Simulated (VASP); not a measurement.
Input of a VASP 6.6.1 run:

File INCAR:

```
ALGO = Normal ; EDIFF = 1E-6
ENCUT = 520 ; GGA = PS
ISIF = 2 ; ISMEAR = -1
LASPH = T ; LCHARG = F
LREAL = F ; LWAVE = F
NBANDS = 18 ; NELM = 80
PREC = Accurate ; SIGMA = 0.1
```

Contents of KPOINTS:

```
k-points
0
Gamma
  14 14 8
```

File POSCAR:

```
Sc
1.0
    3.1312460587      0.0000000000      0.0000000000
   -1.5656230293      2.7117386323      0.0000000000
    0.0000000000      0.0000000000      4.8518725528
Sc
2
Direct
    0.3333333333      0.6666666667      0.2500000000
    0.6666666667      0.3333333333      0.7500000000
```

Potentials or basis: VASP PAW PBE potentials, release 64 (Sc_sv).

Launch:

```bash
$ cat potpaw_PBE.64/Sc_sv/POTCAR > POTCAR
$ mpirun -np 1 vasp_std > vasp.out
```

Question: Predict the pressure.

Answer: 10.0 GPa.

Question: Predict the band gap on the k mesh.

Answer: Zero (band 11 reaches 5.86 eV, above the bottom of band 12 at 4.07 eV).

Caveat: the PAW data sets were made with another functional, which shifts forces and pressure a little.
